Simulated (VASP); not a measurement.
# Rb (P6_3/mmc) in VASP: notebook

The runs below take Rb through single point, with PBE.

Everything below comes from runs of VASP 6.6.1. Logs are shortened: lines on timing, memory, paths and dates and some standing lists are left out, and cuts for length are marked.

## (1) The cell of the first run

It takes space group P6_3/mmc (No. 194, hexagonal). The conventional cell has a = 4.899 Å, b = 4.899 Å, c = 16.162 Å, α = 90.00°, β = 90.00°, γ = 120.00°.

This isn't the form of Rb at room conditions, which is bcc.

## (2) Single point, PBE (83.98 Å³/atom)

INCAR reads:

```
SYSTEM = Rb
PREC = Accurate
ENCUT = 500
EDIFF = 1E-6
ISMEAR = -1
SIGMA = 0.1
LREAL = .FALSE.
LASPH = .TRUE.
NELM = 120
ALGO = Normal
ISIF = 2
LWAVE = .FALSE.
LCHARG = .TRUE.
GGA = PE
LELF = .TRUE.
LVHAR = .TRUE.
NBANDS = 26
GGA_COMPAT = .FALSE.
```

KPOINTS reads:

```
regular mesh
0
G
  8 8 3
  0 0 0
```

POSCAR reads:

```
Rb
1.0
    4.8990059071      0.0000000000      0.0000000000
   -2.4495029535      4.2426635688      0.0000000000
    0.0000000000      0.0000000000     16.1624376126
Rb
4
Direct
    1.0000000000      1.0000000000      0.0000000000
    0.0000000000      1.0000000000      0.5000000000
    0.3333333333      0.6666666667      0.2500000000
    0.6666666667      0.3333333333      0.7500000000
```

Potentials or basis: VASP PAW PBE potentials, release 64 (Rb_sv).

Launch:

```
$ cat potpaw_PBE.64/Rb_sv/POTCAR > POTCAR
$ mpirun -np 1 vasp_std > vasp.out
```

OUTCAR:

```text
SYSTEM = Rb
   PREC = Accurate
   ENCUT = 500
   EDIFF = 1E-6
   ISMEAR = -1
   LREAL = .FALSE.
   LASPH = .TRUE.
   NELM = 120
   ISIF = 2
   GGA = PE

 ion  position               nearest neighbor table
   1  0.000  0.000  0.000-   3 4.93   4 4.93   3 4.93   4 4.93   4 4.93   3 4.93
   2  0.000  0.000  0.500-   3 4.93   4 4.93   3 4.93   4 4.93   4 4.93   3 4.93
   3  0.333  0.667  0.250-   1 4.93   2 4.93   1 4.93   2 4.93   1 4.93   2 4.93
   4  0.667  0.333  0.750-   1 4.93   2 4.93   1 4.93   2 4.93   1 4.93   2 4.93

  LATTYP: Found a hexagonal cell.
 ALAT       =     4.8990059071
 C/A-ratio  =     3.2991259694

  Lattice vectors:

 A1 = (   4.8990059071,   0.0000000000,   0.0000000000)
 A2 = (  -2.4495029535,   4.2426635688,   0.0000000000)
 A3 = (   0.0000000000,   0.0000000000,  16.1624376126)

Analysis of symmetry for initial positions (statically):
=====================================================================
 Subroutine PRICEL returns:
 Original cell was already a primitive cell.

 Routine SETGRP: Setting up the symmetry group for a
 hexagonal supercell.

 Subroutine GETGRP returns: Found 24 space group operations
 (whereof 12 operations were pure point group operations)
 out of a pool of 24 trial point group operations.

The static configuration has the point symmetry D_3d.
 The point group associated with its full space group is D_6h.

Analysis of symmetry for dynamics (positions and initial velocities):
=====================================================================
 Subroutine PRICEL returns:
 Original cell was already a primitive cell.

 Routine SETGRP: Setting up the symmetry group for a
 hexagonal supercell.

 Subroutine GETGRP returns: Found 24 space group operations
 (whereof 12 operations were pure point group operations)
 out of a pool of 24 trial point group operations.

The dynamic configuration has the point symmetry D_3d.
 The point group associated with its full space group is D_6h.

 Subroutine INISYM returns: Found 24 space group operations
 (whereof 12 operations are pure point group operations),
 and found     1 'primitive' translations

----------------------------------------------------------------------------------------

                                     Primitive cell

  volume of cell :     335.9336

  direct lattice vectors                    reciprocal lattice vectors
     4.899005907  0.000000000  0.000000000     0.204123044  0.117850495  0.000000000
    -2.449502954  4.242663569  0.000000000     0.000000000  0.235700989  0.000000000
     0.000000000  0.000000000 16.162437613     0.000000000  0.000000000  0.061871855

  length of vectors
     4.899005907  4.899005907 16.162437613     0.235700989  0.235700989  0.061871855

  position of ions in fractional coordinates (direct lattice)
     0.000000000  0.000000000  0.000000000
     0.000000000  0.000000000  0.500000000
     0.333333333  0.666666667  0.250000000
     0.666666667  0.333333333  0.750000000

  ion indices of the primitive-cell ions
   primitive index   ion index
                 1           1
                 2           2
                 3           3
                 4           4

----------------------------------------------------------------------------------------

 KPOINTS: regular mesh

Automatic generation of k-mesh.
 Grid dimensions read from file:
 generate k-points for:    8    8    3

 Generating k-lattice:

  Cartesian coordinates                     Fractional coordinates (reciprocal lattice)
     0.025515381  0.014731312  0.000000000     0.125000000  0.000000000  0.000000000
     0.000000000  0.029462624  0.000000000     0.000000000  0.125000000  0.000000000
     0.000000000  0.000000000  0.020623952     0.000000000  0.000000000  0.333333333

  Length of vectors
     0.029462624  0.029462624  0.020623952

  Shift w.r.t. Gamma in fractional coordinates (k-lattice)
     0.000000000  0.000000000  0.000000000

 Subroutine IBZKPT returns following result:
 ===========================================

 Found     20 irreducible k-points:

 Following reciprocal coordinates:
            Coordinates               Weight
  0.000000  0.000000  0.000000      1.000000
  0.125000  0.000000  0.000000      6.000000
  0.250000  0.000000  0.000000      6.000000
  0.375000 -0.000000  0.000000      6.000000
  0.500000  0.000000  0.000000      3.000000
  0.125000  0.125000  0.000000      6.000000
[... 12 lines left out ...]
  0.250000  0.250000  0.333333     12.000000
  0.375000  0.250000  0.333333     12.000000
   k-points           NKPTS =     20   k-points in BZ     NKDIM =     20   number of bands    NBANDS=     26
   number of dos      NEDOS =    301   number of ions     NIONS =      4
   total plane-waves  NPLWV = 155520
   dimension x,y,z NGX =    36 NGY =   36 NGZ =  120
   dimension x,y,z NGXF=    72 NGYF=   72 NGZF=  240
   ions per type =               4
   NGX,Y,Z   is equivalent  to a cutoff of  12.22, 12.22, 12.34 a.u.
   NGXF,Y,Z  is equivalent  to a cutoff of  24.43, 24.43, 24.69 a.u.
 SYSTEM =  Rb
   PREC   = accura    normal or accurate (medium, high low for compatibility)
   ISTART =      0    job   : 0-new  1-cont  2-samecut
   ICHARG =      2    charge: 1-file 2-atom 10-const
   ISPIN  =      1    spin polarized calculation?
   LNONCOLLINEAR =      F non collinear calculations
   LSORBIT =      F    spin-orbit coupling
   LASPH  =      T    aspherical Exc in radial PAW
   ENCUT  =  500.0 eV  36.75 Ry    6.06 a.u.   8.93  8.93 29.47*2*pi/ulx,y,z
   NELM   =    120;   NELMIN=  2; NELMDL= -5     # of ELM steps
   EDIFF  = 0.1E-05   stopping-criterion for ELM
   LREAL  =      F    real-space projection
   EDIFFG = 0.1E-04   stopping-criterion for IOM
   NSW    =      0    number of steps for IOM
   IBRION =     -1    ionic relax: 0-MD 1-quasi-New 2-CG
   NFREE  =      0    steps in history (QN), initial steepest desc. (CG)
   ISIF   =      2    stress and relaxation
   ISYM   =      2    0-nonsym 1-usesym 2-fastsym
   POTIM  = 0.5000    time-step for ionic-motion
   TEBEG  =    0.0;   TEEND  =   0.0 temperature during run
   PSTRESS=    0.0 pullay stress
   NELECT =      36.0000    total number of electrons
   NUPDOWN=      -1.0000    fix difference up-down
   EMIN   =  10.00;   EMAX   =-10.00  energy-range for DOS
   EFERMI =   0.00;   METHOD = LEGACY
   ISMEAR =    -1;   SIGMA  =   0.10  broadening in eV -4-tet -1-fermi 0-gaus
   EFERMI_NEDOS =   21; number of points for ismear=-14 and -15
   IALGO  =     38    algorithm
   IMIX   =      4    mixing-type and parameters
     AMIX     =   0.40;   BMIX     =  1.00
     AMIX_MAG =   1.60;   BMIX_MAG =  1.00
  volume/ion in A,a.u.               =      83.98       566.75
  Fermi-wavevector in a.u.,A,eV,Ry     =   0.777603  1.469456  8.226984  0.604666
  Thomas-Fermi vector in A             =   1.880325
   LORBIT       =      0    0 simple, 1 ext, 2 COOP (PROOUT), +10 PAW based schemes
   GGA     = PE    functional components
   LHFCALC =     F    Hartree Fock is set to
   AEXX    =    0.0000 exact exchange contribution
   IVDW    =     0    specifies the selected vdW correction
   LEPSILON=     F    determine dielectric tensor
   LRPA    =     F    only Hartree local field effects (RPA)
 non-spin polarized calculation
  energy-cutoff  :      500.00
  volume of cell :      335.93
 maximum number of plane-waves:      8563
 NGX is ok and might be reduce to    36
   NGX = 17   NGY = 17   NGZ = 59

 number of electron      36.0000001 magnetization

 Free energy of the ion-electron system (eV)
  ---------------------------------------------------
  ext. energy  EPLUGINS =         0.00000000
  ---------------------------------------------------
  free energy    TOTEN  =        -3.77921793 eV

  energy without entropy =       -3.65816713  energy(sigma->0) =       -3.71869253

 E-fermi :   0.1916     XC(G=0):  -5.6621

 val. band max:        0.1546294342   @ k =   0.2500   0.2500   0.3333
 cond. band min:       0.2453964347   @ k =   0.3750   0.1250   0.3333
 fundamental gap:      0.0907670005
 Fermi energy:         0.1915885989

 k-point     1 :       0.0000    0.0000    0.0000
  band No.  band energies     occupation
      1     -28.6587      2.00000
      2     -28.6562      2.00000
      3     -28.6558      2.00000
      4     -28.6533      2.00000
      5     -12.8155      2.00000
      6     -12.7559      2.00000
[... 18 lines left out ...]
     25       3.6972      0.00000
     26       3.7849      0.00000

 k-point     2 :       0.1250    0.0000    0.0000
  band No.  band energies     occupation
      1     -28.6579      2.00000
      2     -28.6556      2.00000
      3     -28.6552      2.00000
      4     -28.6529      2.00000
      5     -12.8093      2.00000
      6     -12.7578      2.00000
[... 18 lines left out ...]
     25       3.3452      0.00000
     26       3.3604      0.00000

 k-point     3 :       0.2500    0.0000    0.0000
  band No.  band energies     occupation
      1     -28.6560      2.00000
      2     -28.6542      2.00000
      3     -28.6538      2.00000
      4     -28.6520      2.00000
      5     -12.7936      2.00000
      6     -12.7738      2.00000
[... 18 lines left out ...]
     25       2.6404      0.00000
     26       2.6841      0.00000

 k-point     4 :       0.3750   -0.0000    0.0000
  band No.  band energies     occupation
      1     -28.6540      2.00000
      2     -28.6529      2.00000
      3     -28.6524      2.00000
      4     -28.6513      2.00000
      5     -12.8036      2.00000
      6     -12.8021      2.00000
[... 18 lines left out ...]
     25       2.3880      0.00000
     26       2.4222      0.00000
[... 380 lines left out ...]
      1     -28.6529      2.00000
      2     -28.6526      2.00000
      3     -28.6516      2.00000
      4     -28.6513      2.00000
      5     -12.8066      2.00000
      6     -12.8039      2.00000
[... 18 lines left out ...]
     25       2.1877      0.00000
     26       2.1989      0.00000

 k-point    19 :       0.2500    0.2500    0.3333
  band No.  band energies     occupation
      1     -28.6529      2.00000
      2     -28.6526      2.00000
      3     -28.6516      2.00000
      4     -28.6513      2.00000
      5     -12.7940      2.00000
      6     -12.7932      2.00000
[... 18 lines left out ...]
     25       2.1582      0.00000
     26       2.3810      0.00000

 k-point    20 :       0.3750    0.2500    0.3333
  band No.  band energies     occupation
      1     -28.6520      2.00000
      2     -28.6519      2.00000
      3     -28.6514      2.00000
      4     -28.6513      2.00000
      5     -12.7966      2.00000
      6     -12.7947      2.00000
[... 18 lines left out ...]
     25       1.8339      0.00000
     26       2.0314      0.00000

------------------------ aborting loop because EDIFF is reached ----------------------------------------

  FORCE on cell =-STRESS in cart. coord.  units (eV):
  Direction    XX          YY          ZZ          XY          YZ          ZX
  --------------------------------------------------------------------------------------
  -------------------------------------------------------------------------------------
  Total        0.6537053      0.6537053      0.4594380      0.0000000      0.0000000      0.0000000
  in kB        3.1177348      3.1177348      2.1912105      0.0000000      0.0000000      0.0000000
  external PRESSURE =       2.8088934 kB  Pullay stress =       0.0000000 kB

 VOLUME and BASIS-vectors are now :
 -----------------------------------------------------------------------------
  energy-cutoff  :      500.00
  volume of cell :      335.93
      direct lattice vectors                 reciprocal lattice vectors
     4.899005907  0.000000000  0.000000000     0.204123044  0.117850495  0.000000000
    -2.449502954  4.242663569  0.000000000     0.000000000  0.235700989  0.000000000
     0.000000000  0.000000000 16.162437613     0.000000000  0.000000000  0.061871855

 POSITION                                       TOTAL-FORCE (eV/Angst)
 -----------------------------------------------------------------------------------
      0.00000      0.00000      0.00000        -0.000000     -0.000000     -0.000000
      0.00000      0.00000      8.08122        -0.000000     -0.000000     -0.000000
     -0.00000      2.82844      4.04061        -0.000000      0.000000      0.000000
      2.44950      1.41422     12.12183         0.000000     -0.000000      0.000000
 -----------------------------------------------------------------------------------
    total drift:                               -0.000000      0.000000      0.000000

  FREE ENERGIE OF THE ION-ELECTRON SYSTEM (eV)
  ---------------------------------------------------
  free  energy   TOTEN  =        -3.7792179265 eV

  energy  without entropy=       -3.6581671348  energy(sigma->0) =       -3.71869253
```

Wall time 2.4 min (1 thread of Intel Xeon Platinum 8488C (Sapphire Rapids), shared host); peak memory 0.44 GiB.

What came out:

```
Free energy            : -3.7792 eV
Pressure               : 0.3 GPa
Band gap on the k mesh : zero (bands 18 and 19 overlap by 1.98 eV)
```

Levels at points of the mesh, in eV from the Fermi level:
```
           k point  band 16  band 17  band 18  band 19  band 20  band 21
(0.00, 0.00, 0.00)   -12.88    -2.07    -1.36    -1.36     0.10     0.69
(0.50, 0.00, 0.00)   -12.90     0.09     0.25     0.41     0.48     0.90
```

## (3) Single point, PBE (87.63 Å³/atom)

This run uses another cell than the first one, of 87.63 Å³/atom.

INCAR reads:

```
SYSTEM = Rb
ALGO = Normal ; EDIFF = 1E-6
ENCUT = 500 ; GGA = PE
GGA_COMPAT = .False. ; ISIF = 2
ISMEAR = -1 ; LASPH = .True.
LCHARG = .True. ; LELF = .True.
LREAL = .False. ; LVHAR = .True.
LWAVE = .False. ; NBANDS = 26
NELM = 120 ; PREC = Accurate
SIGMA = 0.1
```

KPOINTS reads:

```
k-points
0
Gamma
  8 8 3
  0 0 0
```

POSCAR reads:

```
Rb
1.0
    4.9690011625      0.0000000000      0.0000000000
   -2.4845005812      4.3032812381      0.0000000000
    0.0000000000      0.0000000000     16.3933607775
Rb
4
Direct
    1.0000000000      1.0000000000      0.0000000000
    0.0000000000      1.0000000000      0.5000000000
    0.3333333333      0.6666666667      0.2500000000
    0.6666666667      0.3333333333      0.7500000000
```

Potentials or basis: VASP PAW PBE potentials, release 64 (Rb_sv).

Launch:

```
$ cat potpaw_PBE.64/Rb_sv/POTCAR > POTCAR
$ mpirun -np 1 vasp_std > vasp.out
```

Wall time 2.3 min (1 thread of Intel Xeon Platinum 8488C (Sapphire Rapids), shared host); peak memory 0.44 GiB.

The run converged. Its results:

| Property | Result |
| --- | --- |
| Free energy | -3.7981 eV |
| Pressure | 0.1 GPa |
| Band gap on the k mesh | zero (bands 18 and 19 overlap by 1.94 eV) |

Stress tensor (GPa, compression positive):
```
0.16 0.00 0.00
0.00 0.16 0.00
0.00 0.00 0.08
```

Levels at points of the mesh, in eV from the Fermi level:
```csv
k point,band 16,band 17,band 18,band 19,band 20,band 21
"(0.00, 0.00, 0.00)",-12.91,-2.01,-1.33,-1.33,0.11,0.66
"(0.50, 0.00, 0.00)",-12.92,0.09,0.25,0.42,0.49,0.88
```

(Continued in part 2 of 2.)
